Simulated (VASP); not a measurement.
# Se in VASP: notebook

Runs on Se. Level: PBEsol. Tasks: single point.

Everything below comes from runs of VASP 6.6.1. Logs are shortened: lines on timing, memory, paths and dates and some standing lists are left out, and cuts for length are marked.

## (1) The cell of the first run

Symmetry: Im-3m, No. 229, cubic system. Conventional cell: a = 3.237 Å, b = 3.237 Å, c = 3.237 Å, α = 90.00°, β = 90.00°, γ = 90.00°. Within 3.7 Å of Se (site symmetry m-3m) lie 14 Se at 2.80 to 3.24 Å.

This isn't the form of Se at room conditions, which is trigonal, of chains.

## (2) Single point, PBEsol (strain -0.050 along x and y, -0.050 along z)

INCAR

```
SYSTEM = Se
PREC     = Accurate       ! precision mode
ENCUT    = 520            ! plane-wave cutoff, eV
EDIFF    = 1E-6           ! SCF threshold, eV
ISMEAR   = 0              ! smearing method
SIGMA    = 0.15           ! smearing width, eV
LREAL    = .False.        ! projectors in reciprocal space
LASPH    = .True.         ! aspherical terms in the spheres
NELM     = 100            ! most SCF steps
ALGO     = Normal         ! electronic algorithm
ISIF     = 2              ! what is computed and relaxed
LWAVE    = .False.        ! write WAVECAR
LCHARG   = .False.        ! write CHGCAR
GGA      = PS             ! functional
NBANDS   = 9              ! bands
```

KPOINTS

```
Automatic mesh
0
Gamma
  20 20 20
  0 0 0
```

POSCAR

```
Se
1.0
   -1.6182761842      1.6182761842      1.6182761842
    1.6182761842     -1.6182761842      1.6182761842
    1.6182761842      1.6182761842     -1.6182761842
Se
1
Direct
    0.0000000000      0.0000000000      0.0000000000
```

Potentials or basis: VASP PAW PBE potentials, release 64 (Se).

The run is started by

```bash
cat potpaw_PBE.64/Se/POTCAR > POTCAR
mpirun -np 1 vasp_std > vasp.out
```

OUTCAR:

```text
SYSTEM = Se
   PREC = Accurate
   ENCUT = 520
   EDIFF = 1E-6
   ISMEAR = 0
   LREAL = .False.
   LASPH = .True.
   NELM = 100
   ISIF = 2
   GGA = PS

 ion  position               nearest neighbor table
   1  0.000  0.000  0.000-

  LATTYP: Found a body centered cubic cell.
 ALAT       =     3.2365523684

  Lattice vectors:

 A1 = (  -1.6182761842,   1.6182761842,   1.6182761842)
 A2 = (   1.6182761842,  -1.6182761842,   1.6182761842)
 A3 = (   1.6182761842,   1.6182761842,  -1.6182761842)

Analysis of symmetry for initial positions (statically):
=====================================================================
 Subroutine PRICEL returns:
 Original cell was already a primitive cell.

 Routine SETGRP: Setting up the symmetry group for a
 body centered cubic supercell.

 Subroutine GETGRP returns: Found 48 space group operations
 (whereof 48 operations were pure point group operations)
 out of a pool of 48 trial point group operations.

The static configuration has the point symmetry O_h .

Analysis of symmetry for dynamics (positions and initial velocities):
=====================================================================
 Subroutine PRICEL returns:
 Original cell was already a primitive cell.

 Routine SETGRP: Setting up the symmetry group for a
 body centered cubic supercell.

 Subroutine GETGRP returns: Found 48 space group operations
 (whereof 48 operations were pure point group operations)
 out of a pool of 48 trial point group operations.

The dynamic configuration has the point symmetry O_h .

 Subroutine INISYM returns: Found 48 space group operations
 (whereof 48 operations are pure point group operations),
 and found     1 'primitive' translations

----------------------------------------------------------------------------------------

                                     Primitive cell

  volume of cell :      16.9519

  direct lattice vectors                    reciprocal lattice vectors
    -1.618276184  1.618276184  1.618276184     0.000000000  0.308970746  0.308970746
     1.618276184 -1.618276184  1.618276184     0.308970746  0.000000000  0.308970746
     1.618276184  1.618276184 -1.618276184     0.308970746  0.308970746  0.000000000

  length of vectors
     2.802936572  2.802936572  2.802936572     0.436950619  0.436950619  0.436950619

  position of ions in fractional coordinates (direct lattice)
     0.000000000  0.000000000  0.000000000

  ion indices of the primitive-cell ions
   primitive index   ion index
                 1           1

----------------------------------------------------------------------------------------

 KPOINTS: Automatic mesh

Automatic generation of k-mesh.
 Grid dimensions read from file:
 generate k-points for:   20   20   20

 Generating k-lattice:

  Cartesian coordinates                     Fractional coordinates (reciprocal lattice)
     0.000000000  0.015448537  0.015448537     0.050000000  0.000000000  0.000000000
     0.015448537  0.000000000  0.015448537     0.000000000  0.050000000  0.000000000
     0.015448537  0.015448537  0.000000000     0.000000000  0.000000000  0.050000000

  Length of vectors
     0.021847531  0.021847531  0.021847531

  Shift w.r.t. Gamma in fractional coordinates (k-lattice)
     0.000000000  0.000000000  0.000000000

 Subroutine IBZKPT returns following result:
 ===========================================

 Found    256 irreducible k-points:

 Following reciprocal coordinates:
            Coordinates               Weight
  0.000000  0.000000  0.000000      1.000000
  0.050000  0.000000  0.000000     12.000000
  0.100000  0.000000  0.000000     12.000000
  0.150000  0.000000  0.000000     12.000000
  0.200000  0.000000  0.000000     12.000000
  0.250000  0.000000  0.000000     12.000000
[... 16 lines left out ...]
  0.200000  0.100000  0.000000     48.000000
  0.250000  0.100000  0.000000     48.000000
 [... further k-points ...]
   k-points           NKPTS =    256   k-points in BZ     NKDIM =    256   number of bands    NBANDS=      9
   number of dos      NEDOS =    301   number of ions     NIONS =      1
   total plane-waves  NPLWV =  13824
   dimension x,y,z NGX =    24 NGY =   24 NGZ =   24
   dimension x,y,z NGXF=    48 NGYF=   48 NGZF=   48
   ions per type =               1
   NGX,Y,Z   is equivalent  to a cutoff of  14.23, 14.23, 14.23 a.u.
   NGXF,Y,Z  is equivalent  to a cutoff of  28.47, 28.47, 28.47 a.u.
 SYSTEM =  Se
   PREC   = accura    normal or accurate (medium, high low for compatibility)
   ISTART =      0    job   : 0-new  1-cont  2-samecut
   ICHARG =      2    charge: 1-file 2-atom 10-const
   ISPIN  =      1    spin polarized calculation?
   LNONCOLLINEAR =      F non collinear calculations
   LSORBIT =      F    spin-orbit coupling
   LASPH  =      T    aspherical Exc in radial PAW
   ENCUT  =  520.0 eV  38.22 Ry    6.18 a.u.   5.21  5.21  5.21*2*pi/ulx,y,z
   NELM   =    100;   NELMIN=  2; NELMDL= -5     # of ELM steps
   EDIFF  = 0.1E-05   stopping-criterion for ELM
   LREAL  =      F    real-space projection
   EDIFFG = 0.1E-04   stopping-criterion for IOM
   NSW    =      0    number of steps for IOM
   IBRION =     -1    ionic relax: 0-MD 1-quasi-New 2-CG
   NFREE  =      0    steps in history (QN), initial steepest desc. (CG)
   ISIF   =      2    stress and relaxation
   ISYM   =      2    0-nonsym 1-usesym 2-fastsym
   POTIM  = 0.5000    time-step for ionic-motion
   TEBEG  =    0.0;   TEEND  =   0.0 temperature during run
   PSTRESS=    0.0 pullay stress
   NELECT =       6.0000    total number of electrons
   NUPDOWN=      -1.0000    fix difference up-down
   EMIN   =  10.00;   EMAX   =-10.00  energy-range for DOS
   EFERMI =   0.00;   METHOD = LEGACY
   ISMEAR =     0;   SIGMA  =   0.15  broadening in eV -4-tet -1-fermi 0-gaus
   EFERMI_NEDOS =   21; number of points for ismear=-14 and -15
   IALGO  =     38    algorithm
   IMIX   =      4    mixing-type and parameters
     AMIX     =   0.40;   BMIX     =  1.00
     AMIX_MAG =   1.60;   BMIX_MAG =  1.00
  volume/ion in A,a.u.               =      16.95       114.40
  Fermi-wavevector in a.u.,A,eV,Ry     =   1.158029  2.188357 18.245823  1.341030
  Thomas-Fermi vector in A             =   2.294635
   LORBIT       =      0    0 simple, 1 ext, 2 COOP (PROOUT), +10 PAW based schemes
   GGA     = PS    functional components
   LHFCALC =     F    Hartree Fock is set to
   AEXX    =    0.0000 exact exchange contribution
   IVDW    =     0    specifies the selected vdW correction
   LEPSILON=     F    determine dielectric tensor
   LRPA    =     F    only Hartree local field effects (RPA)
 non-spin polarized calculation
 Gauss-broadening in eV      SIGMA  =   0.15
  energy-cutoff  :      520.00
  volume of cell :       16.95
 maximum number of plane-waves:       470
 NGX is ok and might be reduce to    24
   NGX = 11   NGY = 11   NGZ = 11

 number of electron       6.0000001 magnetization

 Free energy of the ion-electron system (eV)
  ---------------------------------------------------
  ext. energy  EPLUGINS =         0.00000000
  ---------------------------------------------------
  free energy    TOTEN  =        -3.30028947 eV

  energy without entropy =       -3.29219910  energy(sigma->0) =       -3.29624428

 E-fermi :   7.8389     XC(G=0): -11.5582

 val. band max:        7.8364204141   @ k =   0.4000   0.0500   0.0000
 cond. band min:       7.8416967479   @ k =  -0.3500   0.3500   0.1000
 fundamental gap:      0.0052763338
 Fermi energy:         7.8388514019

 k-point     1 :       0.0000    0.0000    0.0000
  band No.  band energies     occupation
      1     -10.1488      2.00000
      2      11.8270      0.00000
      3      11.8270      0.00000
      4      11.8270      0.00000
      5      20.6428      0.00000
      6      20.6428      0.00000
      7      20.6428      0.00000
      8      21.5763      0.00000
      9      23.8704      0.00000

 k-point     2 :       0.0500    0.0000    0.0000
  band No.  band energies     occupation
      1     -10.0841      2.00000
      2      11.3978      0.00000
      3      11.6625      0.00000
      4      11.7953      0.00000
      5      20.3413      0.00000
      6      20.4766      0.00000
      7      20.9352      0.00000
      8      21.9018      0.00000
      9      23.0614      0.00000

 k-point     3 :       0.1000    0.0000    0.0000
  band No.  band energies     occupation
      1      -9.8906      2.00000
      2      10.2854      0.00000
      3      11.2296      0.00000
      4      11.7026      0.00000
      5      19.6569      0.00000
      6      19.7286      0.00000
      7      21.7514      0.00000
      8      22.5401      0.00000
      9      22.9456      0.00000

 k-point     4 :       0.1500    0.0000    0.0000
  band No.  band energies     occupation
      1      -9.5701      2.00000
      2       8.7934      0.00000
      3      10.6517      0.00000
      4      11.5563      0.00000
      5      18.6741      0.00000
      6      18.8733      0.00000
      7      22.6489      0.00000
      8      22.8278      0.00000
      9      22.9673      0.00000

 k-point     5 :       0.2000    0.0000    0.0000
  band No.  band energies     occupation
      1      -9.1266      2.00000
      2       7.1376      2.00000
      3      10.0351      0.00000
      4      11.3701      0.00000
      5      17.6630      0.00000
      6      18.1221      0.00000
      7      22.7899      0.00000
      8      23.0041      0.00000
      9      24.4759      0.00000

 k-point     6 :       0.2500    0.0000    0.0000
  band No.  band energies     occupation
      1      -8.5670      2.00000
      2       5.4455      2.00000
      3       9.4489      0.00000
      4      11.1627      0.00000
      5      16.7945      0.00000
      6      17.4556      0.00000
      7      22.9847      0.00000
      8      23.5272      0.00000
      9      26.2054      0.00000
[... 169 lines left out ...]
 k-point    21 :       0.1000    0.1000    0.0000
  band No.  band energies     occupation
      1      -9.3791      2.00000
      2       8.2374      0.00017
      3      10.2575      0.00000
      4      11.1303      0.00000
      5      18.6033      0.00000
      6      19.0800      0.00000
      7      21.9227      0.00000
      8      22.0659      0.00000
      9      24.4044      0.00000

 k-point    22 :       0.1500    0.1000    0.0000
  band No.  band energies     occupation
      1      -8.9382      2.00000
      2       6.8637      2.00000
      3       9.4373      0.00000
      4      10.8414      0.00000
      5      17.9646      0.00000
      6      18.6678      0.00000
      7      21.8398      0.00000
      8      23.0241      0.00000
      9      25.0098      0.00000

 k-point    23 :       0.2000    0.1000    0.0000
  band No.  band energies     occupation
      1      -8.3825      2.00000
      2       5.3626      2.00000
      3       8.6698      0.00000
      4      10.5625      0.00000
      5      17.3065      0.00000
      6      18.3170      0.00000
      7      21.8774      0.00000
      8      24.4680      0.00000
      9      25.6189      0.00000

 k-point    24 :       0.2500    0.1000    0.0000
  band No.  band energies     occupation
      1      -7.7257      2.00000
      2       3.8338      2.00000
      3       8.0297      0.07203
      4      10.2981      0.00000
      5      16.7195      0.00000
      6      18.0266      0.00000
      7      22.1284      0.00000
      8      26.0588      0.00000
      9      26.3728      0.00000

 [... further k-points ...]
[... 5 lines left out ...]
  --------------------------------------------------------------------------------------
  -------------------------------------------------------------------------------------
  Total        1.5921323      1.5921323      1.5921323      0.0000000     -0.0000000     -0.0000000
  in kB      150.4775841    150.4775841    150.4775841      0.0000000     -0.0000000     -0.0000000
  external PRESSURE =     150.4775841 kB  Pullay stress =       0.0000000 kB

 VOLUME and BASIS-vectors are now :
 -----------------------------------------------------------------------------
  energy-cutoff  :      520.00
  volume of cell :       16.95
      direct lattice vectors                 reciprocal lattice vectors
    -1.618276184  1.618276184  1.618276184     0.000000000  0.308970746  0.308970746
     1.618276184 -1.618276184  1.618276184     0.308970746  0.000000000  0.308970746
     1.618276184  1.618276184 -1.618276184     0.308970746  0.308970746  0.000000000

 POSITION                                       TOTAL-FORCE (eV/Angst)
 -----------------------------------------------------------------------------------
      0.00000      0.00000      0.00000        -0.000000      0.000000      0.000000
 -----------------------------------------------------------------------------------
    total drift:                                0.000000     -0.000000     -0.000000

  FREE ENERGIE OF THE ION-ELECTRON SYSTEM (eV)
  ---------------------------------------------------
  free  energy   TOTEN  =        -3.3002894671 eV

  energy  without entropy=       -3.2921990982  energy(sigma->0) =       -3.29624428
```

Wall time 8.9 s (1 thread of Intel Xeon 6975P-C (Granite Rapids), shared host); peak memory 0.16 GiB.

What came out:

* Free energy: -3.3003 eV
* Pressure: 15.0 GPa
* Band gap on the k mesh: zero (bands 3 and 4 overlap by 8.88 eV)

Caveat: the cell differs from its parent crystal (strain -0.050 along x and y, -0.050 along z); the cell stands under pressure; the PAW data sets were made with another functional, which shifts forces and pressure a little.

(Part 1 of 2 ends here.)

The gap in the log of VASP goes by the Fermi energy; the results here count the filled bands.